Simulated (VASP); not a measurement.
# MnS (Fm-3m) in VASP: a series of runs, part 2 of 2

VASP 6.6.1. Earlier steps stand in the parts before.

### 4 Single point, PBEsol+D4+U, collinear spin, ferromagnetic start

INCAR reads:

```
SYSTEM = MnS
ALGO     = Normal         ! electronic algorithm
EDIFF    = 1E-6           ! SCF threshold, eV
ENCUT    = 520            ! plane-wave cutoff, eV
GGA      = PS             ! functional
ISIF     = 2              ! what is computed and relaxed
ISMEAR   = -5             ! smearing method
ISPIN    = 2              ! spin polarisation
IVDW     = 13             ! dispersion correction
LASPH    = .TRUE.         ! aspherical terms in the spheres
LCHARG   = .FALSE.        ! write CHGCAR
LDAU     = .TRUE.         ! DFT+U
LDAUJ    = 0 0          
LDAUL    = 2 -1           ! shell
LDAUPRINT= 1            
LDAUTYPE = 2            
LDAUU    = 2 0            ! U, eV
LMAXMIX  = 4              ! l up to which the mixer works
LORBIT   = 11             ! projections on sites
LREAL    = .FALSE.        ! projectors in reciprocal space
LWAVE    = .FALSE.        ! write WAVECAR
MAGMOM   = 4 0            ! initial moments
NBANDS   = 20             ! bands
NELM     = 150            ! most SCF steps
PREC     = Accurate       ! precision mode
SIGMA    = 0.1            ! smearing width, eV
```

KPOINTS reads:

```
k-points
0
G
  9 9 9
  0 0 0
```

POSCAR reads:

```
MnS
1.0
    0.0000000000      2.6045000000      2.6045000000
    2.6045000000      0.0000000000      2.6045000000
    2.6045000000      2.6045000000      0.0000000000
Mn S
1 1
Direct
    0.0000000000      0.0000000000      0.0000000000
    0.5000000000      0.5000000000      0.5000000000
```

Launch:

```sh
cat potpaw_PBE.64/Mn_pv/POTCAR potpaw_PBE.64/S/POTCAR > POTCAR
mpirun -np 1 vasp_std > vasp.out
```

Run time: 94 s. Hardware: 1 thread of Intel Xeon 8259CL, shared host; peak memory 0.19 GiB.

The run converged. Its results:

```
Free energy                                           : -14.6653 eV
Pressure                                              : -3.2 GPa
Band gap on the k mesh                                : zero (filled and empty bands overlap)
Net moment                                            : 4.99 μB per cell
Site moments                                          : Mn +4.50; S +0.12 μB
Valence electrons inside the program's atomic spheres : Mn 11.29; S 3.73
Dispersion energy per atom                            : -0.230 eV
```

Levels at points of the mesh, in eV from the Fermi level:
Spin up:
| k point | band 10 | band 11 | band 12 | band 13 | band 14 | band 15 |
| --- | --- | --- | --- | --- | --- | --- |
| (0.00, 0.00, 0.00) | -1.69 | -1.69 | -1.69 | 1.68 | 8.42 | 8.42 |
Spin down:
```
           k point  band 5  band 6  band 7  band 8  band 9  band 10
(0.00, 0.00, 0.00)   -1.42   -1.42   -1.42    1.11    1.11     1.11
```

Eigenvalues of the final occupation matrices:
| site | spin | trace | eigenvalues |
| --- | --- | --- | --- |
| site 1 d | 1 | 4.67 | 0.92 0.92 0.92 0.95 0.95 |
| site 1 d | 2 | 0.25 | 0.02 0.02 0.02 0.09 0.09 |

Caveat: the cell stands under tension; the PAW data sets were made with another functional, which shifts forces and pressure a little; a cell with one magnetic atom can't hold antiferromagnetic order, which such compounds often take; tetrahedron occupations give inexact forces and stress in metals. The state reached can hang on the start; a lower one may exist.

### 5 Single point, revPBE+U, collinear spin, ferromagnetic start

This run uses another cell than the first one, of 18.02 Å³/atom.

INCAR reads:

```
PREC = Accurate ; ENCUT = 520
EDIFF = 1E-6 ; ISMEAR = -5
SIGMA = 0.1 ; LREAL = False
LASPH = True ; NELM = 150
ALGO = Normal ; ISIF = 2
LWAVE = False ; LCHARG = False
ISPIN = 2 ; MAGMOM = 4 0
LORBIT = 11 ; LMAXMIX = 4
LDAU = True ; LDAUTYPE = 2
LDAUL = 2 -1 ; LDAUU = 4 0
LDAUJ = 0 0 ; LDAUPRINT = 1
GGA = RE ; NBANDS = 20
```

KPOINTS reads:

```
regular mesh
0
Gamma
  9 9 9
```

POSCAR reads:

```
MnS
1.0
    0.0000000000      2.6217488470      2.6217488470
    2.6217488470      0.0000000000      2.6217488470
    2.6217488470      2.6217488470      0.0000000000
Mn S
1 1
Direct
    0.0000000000      0.0000000000      0.0000000000
    0.5000000000      0.5000000000      0.5000000000
```

Launch:

```sh
cat potpaw_PBE.64/Mn_pv/POTCAR potpaw_PBE.64/S/POTCAR > POTCAR
mpirun -np 1 vasp_std > vasp.out
```

It took 84 s on 1 thread of Intel Xeon 8259CL, shared host; peak memory 0.19 GiB.

Results (log left out):

```
Free energy                                           : -12.4738 eV
Pressure                                              : 4.6 GPa
Band gap on the k mesh                                : 0.87 eV (least direct gap 2.80 eV)
Net moment                                            : 5.00 μB per cell
Site moments                                          : Mn +4.61; S +0.07 μB
Valence electrons inside the program's atomic spheres : Mn 11.26; S 3.79
```

Levels at points of the mesh, in eV from the valence-band top:
Spin up:
```tsv
k point	band 9	band 10	band 11	band 12	band 13	band 14	band 15	band 16
(0.00, 0.00, 0.00)	-4.81	-1.32	-1.32	-1.32	2.03	8.60	8.60	8.60
```
Spin down:
| k point | band 5 | band 6 | band 7 | band 8 | band 9 | band 10 |
| --- | --- | --- | --- | --- | --- | --- |
| (0.00, 0.00, 0.00) | -1.15 | -1.15 | -1.15 | 2.30 | 2.30 | 2.31 |

Eigenvalues of the final occupation matrices:
| site | spin | trace | eigenvalues |
| --- | --- | --- | --- |
| site 1 d | 1 | 4.72 | 0.93 0.93 0.93 0.96 0.96 |
| site 1 d | 2 | 0.18 | 0.01 0.01 0.01 0.07 0.07 |

Caveat: the cell stands under pressure; the PAW data sets were made with another functional, which shifts forces and pressure a little; an odd mesh through Γ misses points on the zone boundary, where band edges can lie; a cell with one magnetic atom can't hold antiferromagnetic order, which such compounds often take.

### 6 Single point, revPBE+U, collinear spin, ferromagnetic start

This run uses another cell than the first one, of 18.37 Å³/atom.

INCAR reads:

```
PREC = Accurate
ENCUT = 520
EDIFF = 1E-6
ISMEAR = -5
SIGMA = 0.1
LREAL = F
LASPH = T
NELM = 150
ALGO = Normal
ISIF = 2
LWAVE = F
LCHARG = T
ISPIN = 2
MAGMOM = 4 0
LORBIT = 11
LMAXMIX = 4
LDAU = T
LDAUTYPE = 2
LDAUL = 2 -1
LDAUU = 4 0
LDAUJ = 0 0
LDAUPRINT = 1
GGA = RE
LELF = T
LVHAR = T
NBANDS = 20
```

KPOINTS reads:

```
Automatic mesh
0
Gamma
  9 9 9
```

POSCAR reads:

```
MnS
1.0
    0.0000000000      2.6387736672      2.6387736672
    2.6387736672      0.0000000000      2.6387736672
    2.6387736672      2.6387736672      0.0000000000
Mn S
1 1
Direct
    0.0000000000      0.0000000000      0.0000000000
    0.5000000000      0.5000000000      0.5000000000
```

Potentials or basis: VASP PAW PBE potentials, release 64 (Mn_pv, S).

Launch:

```sh
cat potpaw_PBE.64/Mn_pv/POTCAR potpaw_PBE.64/S/POTCAR > POTCAR
mpirun -np 1 vasp_std > vasp.out
```

OUTCAR:

```text
PREC = Accurate
   ENCUT = 520
   EDIFF = 1E-6
   ISMEAR = -5
   LREAL = F
   LASPH = T
   NELM = 150
   ISIF = 2
   ISPIN = 2
   LORBIT = 11
   GGA = RE

 ion  position               nearest neighbor table
   1  0.000  0.000  0.000-   2 2.64   2 2.64   2 2.64   2 2.64   2 2.64   2 2.64
   2  0.500  0.500  0.500-   1 2.64   1 2.64   1 2.64   1 2.64   1 2.64   1 2.64

  LATTYP: Found a face centered cubic cell.
 ALAT       =     5.2775473344

  Lattice vectors:

 A1 = (   0.0000000000,   2.6387736672,   2.6387736672)
 A2 = (   2.6387736672,   0.0000000000,   2.6387736672)
 A3 = (   2.6387736672,   2.6387736672,   0.0000000000)

Analysis of symmetry for initial positions (statically):
=====================================================================
 Subroutine PRICEL returns:
 Original cell was already a primitive cell.

 Routine SETGRP: Setting up the symmetry group for a
 face centered cubic supercell.

 Subroutine GETGRP returns: Found 48 space group operations
 (whereof 48 operations were pure point group operations)
 out of a pool of 48 trial point group operations.

The static configuration has the point symmetry O_h .

Analysis of symmetry for dynamics (positions and initial velocities):
=====================================================================
 Subroutine PRICEL returns:
 Original cell was already a primitive cell.

 Routine SETGRP: Setting up the symmetry group for a
 face centered cubic supercell.

 Subroutine GETGRP returns: Found 48 space group operations
 (whereof 48 operations were pure point group operations)
 out of a pool of 48 trial point group operations.

The dynamic configuration has the point symmetry O_h .

Analysis of structural, dynamic, and magnetic symmetry:
=====================================================================
 Subroutine PRICEL returns:
 Original cell was already a primitive cell.

 Routine SETGRP: Setting up the symmetry group for a
 face centered cubic supercell.

 Subroutine GETGRP returns: Found 48 space group operations
 (whereof 48 operations were pure point group operations)
 out of a pool of 48 trial point group operations.

The overall configuration has the point symmetry O_h .

 Subroutine INISYM returns: Found 48 space group operations
 (whereof 48 operations are pure point group operations),
 and found     1 'primitive' translations

----------------------------------------------------------------------------------------

                                     Primitive cell

  volume of cell :      36.7482

  direct lattice vectors                    reciprocal lattice vectors
     0.000000000  2.638773667  2.638773667    -0.189481958  0.189481958  0.189481958
[... 110 lines left out ...]
  Fermi-wavevector in a.u.,A,eV,Ry     =   1.313955  2.483015 23.490163  1.726478
  Thomas-Fermi vector in A             =   2.444242
   LORBIT       =     11    0 simple, 1 ext, 2 COOP (PROOUT), +10 PAW based schemes
 LDA+U is selected, type is set to LDAUTYPE =  2
   angular momentum for each species LDAUL =     2   -1
   U (eV)           for each species LDAUU =   4.0  0.0
   J (eV)           for each species LDAUJ =   0.0  0.0
   GGA     = RE    functional components
   LHFCALC =     F    Hartree Fock is set to
   AEXX    =    0.0000 exact exchange contribution
   IVDW    =     0    specifies the selected vdW correction
   LEPSILON=     F    determine dielectric tensor
   LRPA    =     F    only Hartree local field effects (RPA)
 spin polarized calculation
 Fermi weights with tetrahedron method with Bloechl corrections
  energy-cutoff  :      520.00
  volume of cell :       36.75
 maximum number of plane-waves:      1002
   NGX = 13   NGY = 13   NGZ = 13

atom =   1  type =  1  l = 2

 onsite density matrix

spin component  1

  0.9350 -0.0000 -0.0000 -0.0000  0.0000
 -0.0000  0.9350  0.0000  0.0000  0.0000
 -0.0000  0.0000  0.9551  0.0000 -0.0000
 -0.0000  0.0000  0.0000  0.9350  0.0000
  0.0000  0.0000 -0.0000  0.0000  0.9551

spin component  2

  0.0133  0.0000 -0.0000  0.0000  0.0000
  0.0000  0.0133 -0.0000 -0.0000 -0.0000
 -0.0000 -0.0000  0.0691 -0.0000  0.0000
  0.0000 -0.0000 -0.0000  0.0133  0.0000
  0.0000 -0.0000  0.0000  0.0000  0.0691

 occupancies and eigenvectors

  o =  0.0133  v =  0.0000  0.0000  0.0000  0.0000  0.0000  1.0000 -0.0001  0.0000 -0.0033 -0.0000      0.0000  0.0000  0.0000  0.0000  0.0000  0.0000  0.0000  0.0000  0.0000  0.0000
  o =  0.0133  v =  0.0000  0.0000  0.0000  0.0000  0.0000 -0.0033 -0.0010 -0.0000 -1.0000  0.0000      0.0000  0.0000  0.0000  0.0000  0.0000  0.0000  0.0000  0.0000  0.0000  0.0000
  o =  0.0133  v =  0.0000  0.0000  0.0000  0.0000  0.0000 -0.0001 -1.0000 -0.0000  0.0010 -0.0000      0.0000  0.0000  0.0000  0.0000  0.0000  0.0000  0.0000  0.0000  0.0000  0.0000
  o =  0.0691  v =  0.0000  0.0000  0.0000  0.0000  0.0000  0.0000  0.0000 -0.9878  0.0000  0.1558      0.0000  0.0000  0.0000  0.0000  0.0000  0.0000  0.0000  0.0000  0.0000  0.0000
  o =  0.0691  v =  0.0000  0.0000  0.0000  0.0000  0.0000 -0.0000  0.0000 -0.1558 -0.0000 -0.9878      0.0000  0.0000  0.0000  0.0000  0.0000  0.0000  0.0000  0.0000  0.0000  0.0000
  o =  0.9350  v =  0.0000  0.9997  0.0000 -0.0253 -0.0000  0.0000  0.0000  0.0000  0.0000  0.0000      0.0000  0.0000  0.0000  0.0000  0.0000  0.0000  0.0000  0.0000  0.0000  0.0000
  o =  0.9350  v =  0.0000 -0.0253 -0.0000 -0.9997 -0.0000  0.0000  0.0000  0.0000  0.0000  0.0000      0.0000  0.0000  0.0000  0.0000  0.0000  0.0000  0.0000  0.0000  0.0000  0.0000
  o =  0.9350  v =  1.0000  0.0000  0.0000  0.0000  0.0000  0.0000  0.0000  0.0000  0.0000  0.0000      0.0000  0.0000  0.0000  0.0000  0.0000  0.0000  0.0000  0.0000  0.0000  0.0000
  o =  0.9551  v =  0.0000 -0.0000 -0.1920  0.0000 -0.9814  0.0000  0.0000  0.0000  0.0000  0.0000      0.0000  0.0000  0.0000  0.0000  0.0000  0.0000  0.0000  0.0000  0.0000  0.0000
  o =  0.9551  v =  0.0000  0.0000 -0.9814  0.0000  0.1920  0.0000  0.0000  0.0000  0.0000  0.0000      0.0000  0.0000  0.0000  0.0000  0.0000  0.0000  0.0000  0.0000  0.0000  0.0000

 number of electron      18.9999995 magnetization       5.0001030

 Free energy of the ion-electron system (eV)
  ---------------------------------------------------
  ext. energy  EPLUGINS =         0.00000000
  ---------------------------------------------------
  free energy    TOTEN  =       -12.49051228 eV

  energy without entropy =      -12.49051228  energy(sigma->0) =      -12.49051228

 E-fermi :   5.9549     XC(G=0): -10.2941

 val. band max:        5.9368247575   @ k =  -0.3333   0.1111   0.0000
 cond. band min:       6.9224976525   @ k =   0.4444   0.4444   0.0000
 fundamental gap:      0.9856728951
 Fermi energy:         5.9548809172

 spin component 1

 k-point     1 :       0.0000    0.0000    0.0000
  band No.  band energies     occupation
      1     -44.7198      1.00000
      2     -44.7198      1.00000
      3     -44.7198      1.00000
      4      -7.8183      1.00000
      5       1.1509      1.00000
      6       1.1509      1.00000
[... 1097 lines left out ...]
     19      21.2579      0.00000
     20      21.2579      0.00000

 [... further k-points ...]
[... 5 lines left out ...]
  --------------------------------------------------------------------------------------
  -------------------------------------------------------------------------------------
  Total        0.6513269      0.6513269      0.6513269      0.0000000      0.0000000      0.0000000
  in kB       28.3970490     28.3970490     28.3970490      0.0000000      0.0000000      0.0000000
  external PRESSURE =      28.3970490 kB  Pullay stress =       0.0000000 kB

 VOLUME and BASIS-vectors are now :
 -----------------------------------------------------------------------------
  energy-cutoff  :      520.00
  volume of cell :       36.75
      direct lattice vectors                 reciprocal lattice vectors
     0.000000000  2.638773667  2.638773667    -0.189481958  0.189481958  0.189481958
     2.638773667  0.000000000  2.638773667     0.189481958 -0.189481958  0.189481958
     2.638773667  2.638773667  0.000000000     0.189481958  0.189481958 -0.189481958

 POSITION                                       TOTAL-FORCE (eV/Angst)
 -----------------------------------------------------------------------------------
      0.00000      0.00000      0.00000         0.000000      0.000000      0.000000
      2.63877      2.63877      2.63877         0.000000      0.000000     -0.000000
 -----------------------------------------------------------------------------------
    total drift:                               -0.000000      0.000000      0.000000

  FREE ENERGIE OF THE ION-ELECTRON SYSTEM (eV)
  ---------------------------------------------------
  free  energy   TOTEN  =       -12.4905122776 eV

  energy  without entropy=      -12.4905122776  energy(sigma->0) =      -12.49051228

 total charge

# of ion       s       p       d       tot
------------------------------------------
    1        0.208   6.156   4.877  11.241
    2        1.323   2.461   0.000   3.784
--------------------------------------------------
tot          1.531   8.617   4.877  15.025

 magnetization (x)

# of ion       s       p       d       tot
------------------------------------------
    1        0.048   0.037   4.529   4.614
    2        0.019   0.052   0.000   0.071
--------------------------------------------------
tot          0.067   0.088   4.529   4.685
```

stdout:

```text
POSCAR found type information on POSCAR MnS
 POSCAR found :  2 types and       2 ions
 scaLAPACK will be used
 -----------------------------------------------------------------------------
|                                                                             |
|                                                                             |
|     You enforced a specific xc type in the INCAR file but a different       |
|     I HOPE YOU KNOW WHAT YOU ARE DOING!                                     |
|                                                                             |
 -----------------------------------------------------------------------------

 LDA part: xc-table for (Slater+PW92), standard interpolation
 POSCAR, INCAR and KPOINTS ok, starting setup
 FFT: planning ... GRIDC
 FFT: planning ... GRID_SOFT
 FFT: planning ... GRID
 WAVECAR not read
 entering main loop
```

Wall time 91 s (1 thread of Intel Xeon 8259CL, shared host); peak memory 0.19 GiB.

Results:

- Free energy: -12.4905 eV
- Pressure: 2.8 GPa
- Band gap on the k mesh: 0.99 eV (least direct gap 2.84 eV)
- Net moment: 5.00 μB per cell
- Site moments: Mn +4.61; S +0.07 μB
- Valence electrons inside the program's atomic spheres: Mn 11.24; S 3.78

Levels at points of the mesh, in eV from the valence-band top:
Spin up:
```
           k point  band 8  band 9  band 10  band 11  band 12  band 13  band 14  band 15  band 16  band 17
(0.00, 0.00, 0.00)   -4.77   -4.77    -1.25    -1.25    -1.25     1.94     8.62     8.62     8.62    11.00
```
Spin down:
| k point | band 4 | band 5 | band 6 | band 7 | band 8 | band 9 | band 10 | band 11 |
| --- | --- | --- | --- | --- | --- | --- | --- | --- |
| (0.00, 0.00, 0.00) | -13.50 | -1.10 | -1.10 | -1.10 | 2.37 | 2.37 | 2.39 | 2.39 |

Eigenvalues of the final occupation matrices:
```
    site  spin  trace               eigenvalues
site 1 d     1   4.72  0.94 0.94 0.94 0.96 0.96
site 1 d     2   0.18  0.01 0.01 0.01 0.07 0.07
```

Caveat: the PAW data sets were made with another functional, which shifts forces and pressure a little; an odd mesh through Γ misses points on the zone boundary, where band edges can lie; a cell with one magnetic atom can't hold antiferromagnetic order, which such compounds often take.

### 7 The runs side by side

```csv
level,U,cell,smearing,gap on the mesh (eV),pressure (GPa),moment (μB)
revPBE+U,Mn d U = 4.0 eV,"a = 3.683 Å, angles 60.0°, 2 atoms",tetrahedron,0.74,6.5,5.00
revPBE+U,Mn d U = 8.0 eV,"a = 3.683 Å, angles 60.0°, 2 atoms",methfessel-paxton 0.1 eV,1.65,9.1,5.00
PBEsol+D4+U,Mn d U = 2.0 eV,"a = 3.683 Å, angles 60.0°, 2 atoms",tetrahedron,none,-3.2,4.99
revPBE+U,Mn d U = 4.0 eV,"a = 3.708 Å, angles 60.0°, 2 atoms",tetrahedron,0.87,4.6,5.00
revPBE+U,Mn d U = 4.0 eV,"a = 3.732 Å, angles 60.0°, 2 atoms",tetrahedron,0.99,2.8,5.00
```

Alike in all rows: task single point; potentials or basis VASP PAW PBE potentials, release 64 (Mn_pv, S); spin collinear, ferromagnetic start; k mesh 9 × 9 × 9; cutoff (eV) 520.

On the cell as given the gap runs from zero (PBEsol+D4+U) to 1.65 eV (revPBE+U). The pressure there spans -3.2 GPa (PBEsol+D4+U) to 9.1 GPa (revPBE+U); a positive pressure means that this level wants a larger cell, a negative one a smaller.

Caveats: the PAW data sets were made with another functional, which shifts forces and pressure a little; a cell with one magnetic atom can't hold antiferromagnetic order, which such compounds often take; an odd mesh through Γ misses points on the zone boundary, where band edges can lie (at least some runs); the cell stands under pressure (at least some runs); the cell stands under tension (at least some runs); tetrahedron occupations give inexact forces and stress in metals (at least some runs).

Total energies depend on the potentials used, so only differences within one code and one set of settings carry meaning.
